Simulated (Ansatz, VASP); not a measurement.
## GaN in VASP and in Ansatz

File POSCAR:

```
GaN
1.0
    0.0000000000      2.1352350000      2.1352350000
    2.1352350000      0.0000000000      2.1352350000
    2.1352350000      2.1352350000      0.0000000000
Ga N
1 1
Direct
    0.0000000000      0.0000000000      0.0000000000
    0.5000000000      0.5000000000      0.5000000000
```

The input INCAR.step1:

```
SYSTEM = GaN
ALGO = Normal
EDIFF = 1E-5
ENCUT = 1460
GGA = PE
GGA_COMPAT = .FALSE.
ISMEAR = 0
LASPH = .TRUE.
LCHARG = .FALSE.
LREAL = .FALSE.
LWAVE = .TRUE.
NBANDS = 16
NELM = 120
PREC = Accurate
SIGMA = 0.01
```

File INCAR.step2:

```
SYSTEM = GaN
ALGO = Normal
EDIFF = 1E-6
ENCUT = 1460
GGA_COMPAT = .FALSE.
ISIF = 2
ISMEAR = 0
ISTART = 1
LASPH = .TRUE.
LCHARG = .TRUE.
LELF = .TRUE.
LMIXTAU = .TRUE.
LREAL = .FALSE.
LVHAR = .TRUE.
LWAVE = .FALSE.
METAGGA = R2SCAN
NBANDS = 16
NELM = 120
PREC = Accurate
SIGMA = 0.01
```

File KPOINTS:

```
k-points
0
G
  8 8 8
  0 0 0
```

Input for Ansatz:

```yaml
crystal:
  lattice:
    - [0.0, 2.135235, 2.135235]
    - [2.135235, 0.0, 2.135235]
    - [2.135235, 2.135235, 0.0]
  atoms:
    - { symbol: Ga, position: [0.0, 0.0, 0.0] }
    - { symbol: "N", position: [0.5, 0.5, 0.5] }
basis:
  ecutwfc: 653.073269903712
kpoints:
  mp_grid:
    grid: [8, 8, 8]
hamiltonian:
  xc: r2scan
scf:
  algorithm: direct_min
  n_extra_bands: 4
  self_checks: low
  convergence:
    dr2_threshold: 1.0e-05
  mixing:
    algorithm: anderson
    beta: 0.1
  occupations:
    method: fixed
output:
  stress: true
```

Alike in both runs: task single point; functional r2SCAN; k mesh 8 × 8 × 8; no spin polarisation.

|  | VASP | Ansatz |
| --- | --- | --- |
| version | VASP 6.6.1 | Ansatz 0.2.0 |
| potentials or method | VASP PAW PBE potentials, release 64 (Ga_d, N_h), cutoff 1460 eV | plane waves, PAW |
| occupations | gaussian, width 0.01 eV | fixed |
| valence electrons in the cell | 18 | 18 |

```csv
,VASP,Ansatz,Ansatz less VASP
gap on the k mesh at the Fermi level (eV),0.92,0.94,+0.019
pressure (GPa),-7.6,-8.5,-0.94
```

VASP's potentials were made for PBE, not for r2SCAN. Ansatz's warnings: stress scf threshold loose.
